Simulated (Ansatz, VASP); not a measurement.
One calculation of ZnO, two programs

Contents of INCAR:

```
SYSTEM = ZnO
  PREC = Accurate
  ENCUT = 520
  EDIFF = 1E-7
  ISMEAR = -1
  SIGMA = 0.05
  LREAL = .FALSE.
  LASPH = .TRUE.
  NELM = 60
  ALGO = Normal
  ISIF = 2
  LWAVE = .FALSE.
  LCHARG = .FALSE.
  NBANDS = 26
```

Contents of KPOINTS:

```
Automatic mesh
0
G
  9 9 4
  0 0 0
```

File POSCAR:

```
ZnO
1.0
    3.2658996001      0.0000000000      0.0000000000
   -1.6329498000      2.8283520199      0.0000000000
    0.0000000000      0.0000000000      7.0825845970
Zn O
2 2
Direct
    0.0000000000      0.0000000000      0.2500000000
    0.0000000000      0.0000000000      0.7500000000
    0.6666666667      0.3333333333      0.7500000000
    0.3333333333      0.6666666667      0.2500000000
```

Contents of input.yaml:

```yaml
crystal:
  lattice:
    - [3.2658996001, 0.0, 0.0]
    - [-1.6329498, 2.8283520199, 0.0]
    - [0.0, 0.0, 7.082584597]
  atoms:
    - { symbol: Zn, position: [0.0, 0.0, 0.25] }
    - { symbol: Zn, position: [0.0, 0.0, 0.75] }
    - { symbol: O, position: [0.6666666667, 0.3333333333, 0.75] }
    - { symbol: O, position: [0.3333333333, 0.6666666667, 0.25] }
hamiltonian:
  xc: lda
  pseudopotentials: { kind: paw }
kpoints:
  mp_grid: { grid: [9, 9, 4] }
scf:
  occupations: { method: fermi_dirac, width: 0.05 }
output:
  forces: true
  stress: true
  eigenvalues: true
```

Alike in both runs: task single point; functional LDA; k mesh 9 × 9 × 4; occupations fermi-dirac, width 0.05 eV; no spin polarisation.

|  | VASP | Ansatz |
| --- | --- | --- |
| version | VASP 6.6.1 | Ansatz 0.2.0 |
| potentials or method | VASP PAW LDA potentials, release 64 (Zn, O) | Ansatz PAW |
| plane-wave cutoff (eV) | 520 | 420 |
| valence electrons in the cell | 36 | 36 |

```tsv
	VASP	Ansatz	Ansatz less VASP
gap on the k mesh at the Fermi level (eV)	0.76	0.75	-0.014
least direct gap on the mesh (eV)	0.76	0.75	-0.014
pressure (GPa)	-5.8	-6.6	-0.80
traceless stress, the component that is largest in VASP (GPa)	3.93	4.82	+0.898
```

LDA's correlation is that of Perdew and Zunger in VASP and of Perdew and Wang (1992) in Ansatz.

Noted on Ansatz's run: odd divisions of the mesh miss points on the zone boundary, where band edges often lie, so the gap on the mesh can be too wide.
